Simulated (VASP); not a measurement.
# AlN (F-43m) in VASP: a series of runs

AlN is run at these levels: PBEsol, r2SCAN+rVV10; tasks: single point, relaxation of cell and atoms.

Everything below comes from runs of VASP 6.6.1. Logs are shortened: lines on timing, memory, paths and dates and some standing lists are left out, and cuts for length are marked.

### 1 The cell of the first run

It takes space group F-43m (No. 216, cubic). The conventional cell has a = 4.378 Å, b = 4.378 Å, c = 4.378 Å, α = 90.00°, β = 90.00°, γ = 90.00°. Al (site symmetry -43m) has 4 N at 1.90 Å within 2.5 Å. Within 2.5 Å of N (site symmetry -43m) lie 4 Al at 1.90 Å.

### 2 Single point, PBEsol

Contents of INCAR:

```
SYSTEM = AlN
  PREC = Accurate
  ENCUT = 520
  EDIFF = 1E-6
  ISMEAR = -1
  SIGMA = 0.03
  LREAL = .False.
  LASPH = .True.
  NELM = 80
  ALGO = Normal
  ISIF = 2
  LWAVE = .False.
  LCHARG = .False.
  GGA = PS
  NBANDS = 11
```

Contents of KPOINTS:

```
regular mesh
0
Gamma
  8 8 8
  0 0 0
```

Contents of POSCAR:

```
AlN
1.0
    0.0000000000      2.1887569988      2.1887569988
    2.1887569988      0.0000000000      2.1887569988
    2.1887569988      2.1887569988      0.0000000000
Al N
1 1
Direct
    0.0000000000      0.0000000000      0.0000000000
    0.2500000000      0.2500000000      0.2500000000
```

Potentials or basis: VASP PAW PBE potentials, release 64 (Al, N).

Launch:

```
cat potpaw_PBE.64/Al/POTCAR potpaw_PBE.64/N/POTCAR > POTCAR
mpirun -np 1 vasp_std > vasp.out
```

OUTCAR:

```text
SYSTEM = AlN
   PREC = Accurate
   ENCUT = 520
   EDIFF = 1E-6
   ISMEAR = -1
   LREAL = .False.
   LASPH = .True.
   NELM = 80
   ISIF = 2
   GGA = PS

 ion  position               nearest neighbor table
   1  0.000  0.000  0.000-   2 1.90   2 1.90   2 1.90   2 1.90
   2  0.250  0.250  0.250-   1 1.90   1 1.90   1 1.90   1 1.90

  LATTYP: Found a face centered cubic cell.
 ALAT       =     4.3775139976

  Lattice vectors:

 A1 = (   0.0000000000,   2.1887569988,   2.1887569988)
 A2 = (   2.1887569988,   0.0000000000,   2.1887569988)
 A3 = (   2.1887569988,   2.1887569988,   0.0000000000)

Analysis of symmetry for initial positions (statically):
=====================================================================
 Subroutine PRICEL returns:
 Original cell was already a primitive cell.

 Routine SETGRP: Setting up the symmetry group for a
 face centered cubic supercell.

 Subroutine GETGRP returns: Found 24 space group operations
 (whereof 24 operations were pure point group operations)
 out of a pool of 48 trial point group operations.

The static configuration has the point symmetry T_d .

Analysis of symmetry for dynamics (positions and initial velocities):
=====================================================================
 Subroutine PRICEL returns:
 Original cell was already a primitive cell.

 Routine SETGRP: Setting up the symmetry group for a
 face centered cubic supercell.

 Subroutine GETGRP returns: Found 24 space group operations
 (whereof 24 operations were pure point group operations)
 out of a pool of 48 trial point group operations.

The dynamic configuration has the point symmetry T_d .

 Subroutine INISYM returns: Found 24 space group operations
 (whereof 24 operations are pure point group operations),
 and found     1 'primitive' translations

----------------------------------------------------------------------------------------

                                     Primitive cell

  volume of cell :      20.9712

  direct lattice vectors                    reciprocal lattice vectors
     0.000000000  2.188756999  2.188756999    -0.228440160  0.228440160  0.228440160
     2.188756999  0.000000000  2.188756999     0.228440160 -0.228440160  0.228440160
     2.188756999  2.188756999  0.000000000     0.228440160  0.228440160 -0.228440160

  length of vectors
     3.095369832  3.095369832  3.095369832     0.395669964  0.395669964  0.395669964

  position of ions in fractional coordinates (direct lattice)
     0.000000000  0.000000000  0.000000000
     0.250000000  0.250000000  0.250000000

  ion indices of the primitive-cell ions
   primitive index   ion index
                 1           1
                 2           2

----------------------------------------------------------------------------------------

 KPOINTS: regular mesh

Automatic generation of k-mesh.
 Grid dimensions read from file:
 generate k-points for:    8    8    8

 Generating k-lattice:

  Cartesian coordinates                     Fractional coordinates (reciprocal lattice)
    -0.028555020  0.028555020  0.028555020     0.125000000  0.000000000  0.000000000
     0.028555020 -0.028555020  0.028555020     0.000000000  0.125000000  0.000000000
     0.028555020  0.028555020 -0.028555020     0.000000000  0.000000000  0.125000000

  Length of vectors
     0.049458746  0.049458746  0.049458746

  Shift w.r.t. Gamma in fractional coordinates (k-lattice)
     0.000000000  0.000000000  0.000000000

 Subroutine IBZKPT returns following result:
 ===========================================

 Found     29 irreducible k-points:

 Following reciprocal coordinates:
            Coordinates               Weight
  0.000000  0.000000  0.000000      1.000000
  0.125000  0.000000  0.000000      8.000000
  0.250000  0.000000  0.000000      8.000000
  0.375000  0.000000  0.000000      8.000000
  0.500000  0.000000  0.000000      4.000000
  0.125000  0.125000  0.000000      6.000000
[... 16 lines left out ...]
  0.500000  0.250000  0.125000     48.000000
 -0.375000  0.250000  0.125000     24.000000
 [... further k-points ...]
   k-points           NKPTS =     29   k-points in BZ     NKDIM =     29   number of bands    NBANDS=     11
   number of dos      NEDOS =    301   number of ions     NIONS =      2
   total plane-waves  NPLWV =  13824
   dimension x,y,z NGX =    24 NGY =   24 NGZ =   24
   dimension x,y,z NGXF=    48 NGYF=   48 NGZF=   48
   ions per type =               1   1
   NGX,Y,Z   is equivalent  to a cutoff of  12.89, 12.89, 12.89 a.u.
   NGXF,Y,Z  is equivalent  to a cutoff of  25.78, 25.78, 25.78 a.u.
 SYSTEM =  AlN
   PREC   = accura    normal or accurate (medium, high low for compatibility)
   ISTART =      0    job   : 0-new  1-cont  2-samecut
   ICHARG =      2    charge: 1-file 2-atom 10-const
   ISPIN  =      1    spin polarized calculation?
   LNONCOLLINEAR =      F non collinear calculations
   LSORBIT =      F    spin-orbit coupling
   LASPH  =      T    aspherical Exc in radial PAW
   ENCUT  =  520.0 eV  38.22 Ry    6.18 a.u.   5.76  5.76  5.76*2*pi/ulx,y,z
   NELM   =     80;   NELMIN=  2; NELMDL= -5     # of ELM steps
   EDIFF  = 0.1E-05   stopping-criterion for ELM
   LREAL  =      F    real-space projection
[... 7 lines left out ...]
   TEBEG  =    0.0;   TEEND  =   0.0 temperature during run
   PSTRESS=    0.0 pullay stress
   NELECT =       8.0000    total number of electrons
   NUPDOWN=      -1.0000    fix difference up-down
   EMIN   =  10.00;   EMAX   =-10.00  energy-range for DOS
   EFERMI =   0.00;   METHOD = LEGACY
   ISMEAR =    -1;   SIGMA  =   0.03  broadening in eV -4-tet -1-fermi 0-gaus
   EFERMI_NEDOS =   21; number of points for ismear=-14 and -15
   IALGO  =     38    algorithm
   IMIX   =      4    mixing-type and parameters
     AMIX     =   0.40;   BMIX     =  1.00
     AMIX_MAG =   1.60;   BMIX_MAG =  1.00
  volume/ion in A,a.u.               =      10.49        70.76
  Fermi-wavevector in a.u.,A,eV,Ry     =   1.187310  2.243690 19.180186  1.409704
  Thomas-Fermi vector in A             =   2.323464
   LORBIT       =      0    0 simple, 1 ext, 2 COOP (PROOUT), +10 PAW based schemes
   GGA     = PS    functional components
   LHFCALC =     F    Hartree Fock is set to
   AEXX    =    0.0000 exact exchange contribution
   IVDW    =     0    specifies the selected vdW correction
   LEPSILON=     F    determine dielectric tensor
   LRPA    =     F    only Hartree local field effects (RPA)
 non-spin polarized calculation
  energy-cutoff  :      520.00
  volume of cell :       20.97
 maximum number of plane-waves:       588
   NGX = 11   NGY = 11   NGZ = 11

 number of electron       8.0000000 magnetization

 Free energy of the ion-electron system (eV)
  ---------------------------------------------------
  ext. energy  EPLUGINS =         0.00000000
  ---------------------------------------------------
  free energy    TOTEN  =       -15.61122783 eV

  energy without entropy =      -15.61122783  energy(sigma->0) =      -15.61122783

 E-fermi :   6.4066     XC(G=0): -11.1006

 val. band max:        5.8169023762   @ k =   0.0000   0.0000   0.0000
 cond. band min:       9.0004682389   @ k =   0.5000   0.5000   0.0000
 fundamental gap:      3.1835658627
 Fermi energy:         6.4065764595

 k-point     1 :       0.0000    0.0000    0.0000
  band No.  band energies     occupation
      1      -9.1033      2.00000
      2       5.8169      2.00000
      3       5.8169      2.00000
      4       5.8169      2.00000
      5       9.8921      0.00000
      6      18.2215      0.00000
      7      18.2215      0.00000
      8      18.2215      0.00000
      9      23.3520      0.00000
     10      23.3520      0.00000
     11      24.6918      0.00000

 k-point     2 :       0.1250    0.0000    0.0000
  band No.  band energies     occupation
      1      -8.8754      2.00000
      2       4.6258      2.00000
      3       5.7379      2.00000
      4       5.7379      2.00000
      5      10.8394      0.00000
      6      17.6458      0.00000
      7      18.3936      0.00000
      8      18.3936      0.00000
      9      21.7984      0.00000
     10      21.7984      0.00000
     11      23.6240      0.00000

 k-point     3 :       0.2500    0.0000    0.0000
  band No.  band energies     occupation
      1      -8.2489      2.00000
      2       2.5383      2.00000
      3       5.5602      2.00000
      4       5.5602      2.00000
      5      12.1472      0.00000
      6      16.6319      0.00000
      7      17.9887      0.00000
      8      17.9887      0.00000
      9      21.9201      0.00000
     10      21.9201      0.00000
     11      22.8229      0.00000

 k-point     4 :       0.3750    0.0000    0.0000
  band No.  band energies     occupation
      1      -7.4542      2.00000
      2       0.7111      2.00000
      3       5.3985      2.00000
      4       5.3985      2.00000
      5      12.8530      0.00000
      6      15.8477      0.00000
      7      17.1487      0.00000
      8      17.1487      0.00000
      9      23.1115      0.00000
     10      23.9355      0.00000
     11      23.9355      0.00000
[... 239 lines left out ...]
 k-point    22 :       0.3750    0.2500    0.1250
  band No.  band energies     occupation
      1      -7.7445      2.00000
      2       2.2352      2.00000
      3       4.3297      2.00000
      4       5.2110      2.00000
      5      12.5010      0.00000
      6      16.1887      0.00000
      7      16.5065      0.00000
      8      18.9406      0.00000
      9      20.2958      0.00000
     10      24.7442      0.00000
     11      27.2399      0.00000

 k-point    23 :       0.5000    0.2500    0.1250
  band No.  band energies     occupation
      1      -7.0585      2.00000
      2       1.1709      2.00000
      3       3.7338      2.00000
      4       4.8801      2.00000
      5      12.7316      0.00000
      6      15.2981      0.00000
      7      17.1964      0.00000
      8      18.5455      0.00000
      9      21.6757      0.00000
     10      25.2568      0.00000
     11      27.3638      0.00000

 k-point    24 :      -0.3750    0.2500    0.1250
  band No.  band energies     occupation
      1      -6.7166      2.00000
      2       0.6472      2.00000
      3       3.5788      2.00000
      4       4.6920      2.00000
      5      12.7861      0.00000
      6      14.9146      0.00000
      7      17.8303      0.00000
      8      18.3492      0.00000
      9      22.7991      0.00000
     10      24.3874      0.00000
     11      27.6230      0.00000

 [... further k-points ...]

------------------------ aborting loop because EDIFF is reached ----------------------------------------

  FORCE on cell =-STRESS in cart. coord.  units (eV):
  Direction    XX          YY          ZZ          XY          YZ          ZX
  --------------------------------------------------------------------------------------
  -------------------------------------------------------------------------------------
  Total       -0.0014000     -0.0014000     -0.0014000      0.0000000     -0.0000000     -0.0000000
  in kB       -0.1069602     -0.1069602     -0.1069602      0.0000000     -0.0000000     -0.0000000
  external PRESSURE =      -0.1069602 kB  Pullay stress =       0.0000000 kB

 VOLUME and BASIS-vectors are now :
 -----------------------------------------------------------------------------
  energy-cutoff  :      520.00
  volume of cell :       20.97
      direct lattice vectors                 reciprocal lattice vectors
     0.000000000  2.188756999  2.188756999    -0.228440160  0.228440160  0.228440160
     2.188756999  0.000000000  2.188756999     0.228440160 -0.228440160  0.228440160
     2.188756999  2.188756999  0.000000000     0.228440160  0.228440160 -0.228440160

 POSITION                                       TOTAL-FORCE (eV/Angst)
 -----------------------------------------------------------------------------------
      0.00000      0.00000      0.00000         0.000000      0.000000     -0.000000
      1.09438      1.09438      1.09438        -0.000000     -0.000000      0.000000
 -----------------------------------------------------------------------------------
    total drift:                                0.000000      0.000000      0.000000

  FREE ENERGIE OF THE ION-ELECTRON SYSTEM (eV)
  ---------------------------------------------------
  free  energy   TOTEN  =       -15.6112278291 eV

  energy  without entropy=      -15.6112278290  energy(sigma->0) =      -15.61122783
```

Run time: 2.4 s. Hardware: 1 thread of Intel Xeon 6975P-C (Granite Rapids), shared host; peak memory 0.13 GiB.

Results:

```yaml
Free_energy: -15.6112 eV
Pressure: 0.0 GPa
Band_gap_on_the_k_mesh: 3.18 eV, indirect (least direct gap 4.08 eV)
```

Levels at points of the mesh, in eV from the valence-band top:
| k point | band 1 | band 2 | band 3 | band 4 | band 5 | band 6 | band 7 | band 8 | band 9 |
| --- | --- | --- | --- | --- | --- | --- | --- | --- | --- |
| (0.00, 0.00, 0.00) | -14.92 | 0.00 | 0.00 | 0.00 | 4.08 | 12.40 | 12.40 | 12.40 | 17.54 |
| (0.50, 0.00, 0.00) | -12.86 | -5.89 | -0.48 | -0.48 | 7.23 | 9.72 | 10.99 | 10.99 | 17.74 |
| (0.50, 0.50, 0.00) | -12.22 | -4.93 | -1.78 | -1.78 | 3.18 | 8.44 | 13.78 | 15.55 | 15.55 |

Caveat: the PAW data sets were made with another functional, which shifts forces and pressure a little.

### 3 Relaxation of cell and atoms, PBEsol

This run uses another cell than the first one, of 8.85 Å³/atom, 0.844 times its volume.

Contents of INCAR:

```
SYSTEM = AlN
PREC = Accurate ; ENCUT = 600
EDIFF = 1E-7 ; ISMEAR = -1
SIGMA = 0.03 ; LREAL = .False.
LASPH = .True. ; NELM = 60
ALGO = Normal ; ISIF = 3
LWAVE = .False. ; LCHARG = .False.
GGA = PS ; IBRION = 2
NSW = 100 ; EDIFFG = -0.01
```

Contents of KPOINTS:

```
Automatic mesh
0
Gamma
  8 8 8
  0 0 0
```

Contents of POSCAR:

```
AlN
1.0
    0.0000000000      2.0684150744      2.0684150744
    2.0684150744      0.0000000000      2.0684150744
    2.0684150744      2.0684150744      0.0000000000
Al N
1 1
Direct
    0.0000000000      0.0000000000      0.0000000000
    0.2500000000      0.2500000000      0.2500000000
```

Potentials or basis: VASP PAW PBE potentials, release 64 (Al, N).

Launch:

```
cat potpaw_PBE.64/Al/POTCAR potpaw_PBE.64/N/POTCAR > POTCAR
mpirun -np 1 vasp_std > vasp.out
```

It took 13 s on 1 thread of Intel Xeon 6975P-C (Granite Rapids), shared host; peak memory 0.13 GiB.

The run converged. Its results:

```
Free energy                            : -15.6094 eV
Relaxed volume                         : 10.48 Å³/atom
Relaxed cell                           : a = 3.095 Å, b = 3.095 Å, c = 3.095 Å, α = 60.00°, β = 60.00°, γ = 60.00°
Space group after relaxing (to 0.05 Å) : F-43m (No. 216)
Energy gained by relaxing              : 211.2 meV/atom
Ionic steps                            : 17
Pressure after relaxing                : 0.1 GPa
Band gap on the k mesh                 : 3.18 eV, indirect (least direct gap 4.08 eV)
```

The path:
| step | energy change (eV) | largest force (eV/Å) | pressure (GPa) | volume (Å³) |
| --- | --- | --- | --- | --- |
| 1 | 0.0000 | 0.0000 | 47.53 | 17.70 |
| 2 | -0.0070 | 0.0000 | -26.36 | 25.31 |
| 3 | -0.4221 | 0.0000 | -1.07 | 21.08 |
| 4 | -0.4224 | 0.0000 | -0.18 | 20.99 |
| 5 | -0.4224 | 0.0000 | 0.49 | 20.92 |
| 6 | -0.4224 | 0.0000 | 0.48 | 20.92 |
| 7 | -0.4224 | 0.0000 | 0.45 | 20.92 |
| 8 | -0.4224 | 0.0000 | 0.44 | 20.92 |
| 9 | -0.4224 | 0.0000 | 0.44 | 20.92 |
| 10 | -0.4224 | 0.0000 | 0.44 | 20.93 |
| 11 | -0.4224 | 0.0000 | 0.44 | 20.93 |
| 12 | -0.4224 | 0.0000 | 0.44 | 20.93 |
| 13 | -0.4224 | 0.0000 | 0.43 | 20.93 |
| 14 | -0.4224 | 0.0000 | 0.41 | 20.93 |
| 15 | -0.4224 | 0.0000 | 0.36 | 20.93 |
| 16 | -0.4224 | 0.0000 | 0.28 | 20.94 |
| 17 | -0.4225 | 0.0000 | 0.12 | 20.96 |

Final structure:
```cif
data_structure
_symmetry_space_group_name_H-M 'P 1'
_symmetry_Int_Tables_number 1
_cell_length_a 3.0947
_cell_length_b 3.0947
_cell_length_c 3.0947
_cell_angle_alpha 60.000
_cell_angle_beta 60.000
_cell_angle_gamma 60.000
_cell_volume 20.96
loop_
_atom_site_label
_atom_site_type_symbol
_atom_site_fract_x
_atom_site_fract_y
_atom_site_fract_z
_atom_site_occupancy
Al1 Al 0.00000 0.00000 0.00000 1
N1 N 0.25000 0.25000 0.25000 1
```

Levels at points of the mesh, in eV from the valence-band top:
```tsv
k point	band 2	band 3	band 4	band 5	band 6	band 7
(0.00, 0.00, 0.00)	0.00	0.00	0.00	4.08	12.41	12.41
(0.50, 0.00, 0.00)	-5.89	-0.48	-0.48	7.23	9.73	11.00
(0.50, 0.50, 0.00)	-4.93	-1.78	-1.78	3.18	8.45	13.79
```

Caveat: the volume moved by over 15 % at a fixed basis, so the end points are rough; the PAW data sets were made with another functional, which shifts forces and pressure a little.

[end of part 1 of 2]
